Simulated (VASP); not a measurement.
A run of VASP 6.6.1 is set up as follows.

The input INCAR:

```
SYSTEM = WS2
PREC     = Accurate       ! precision mode
ENCUT    = 520            ! plane-wave cutoff, eV
EDIFF    = 1E-6           ! SCF threshold, eV
ISMEAR   = -1             ! smearing method
SIGMA    = 0.05           ! smearing width, eV
LREAL    = .False.        ! projectors in reciprocal space
LASPH    = .True.         ! aspherical terms in the spheres
NELM     = 80             ! most SCF steps
ALGO     = Normal         ! electronic algorithm
ISIF     = 2              ! what is computed and relaxed
LWAVE    = .False.        ! write WAVECAR
LCHARG   = .False.        ! write CHGCAR
GGA      = PE             ! functional
NBANDS   = 20             ! bands
```

Contents of KPOINTS:

```
regular mesh
0
Gamma
  10 10 2
  0 0 0
```

Contents of POSCAR:

```
WS2
1.0
    3.1835163552      0.0000000000      0.0000000000
   -1.5917581776      2.7570060369      0.0000000000
    0.0000000000      0.0000000000     16.9505778900
W S
1 2
Direct
    0.0000000000      0.0000000000      0.0000000000
    0.3333333333      0.6666666667      0.0920005100
    0.3333333333      0.6666666667      0.9079994900
```

Potentials or basis: VASP PAW PBE potentials, release 64 (W_sv, S).

The run is started by

```console
$ cat potpaw_PBE.64/W_sv/POTCAR potpaw_PBE.64/S/POTCAR > POTCAR
$ mpirun -np 1 vasp_std > vasp.out
```

Predict the band gap on the k mesh.

2.00 eV, indirect (least direct gap 2.16 eV).

Estimate the largest force.

0.263 eV/Å.

Forces in eV/Å, atoms in the order of the input:
```
W    0.000  0.000  0.000
S    0.000  0.000  0.263
S    0.000  0.000 -0.263
```

Caveat: spin-orbit coupling is left out, which moves the levels of the heavy elements.
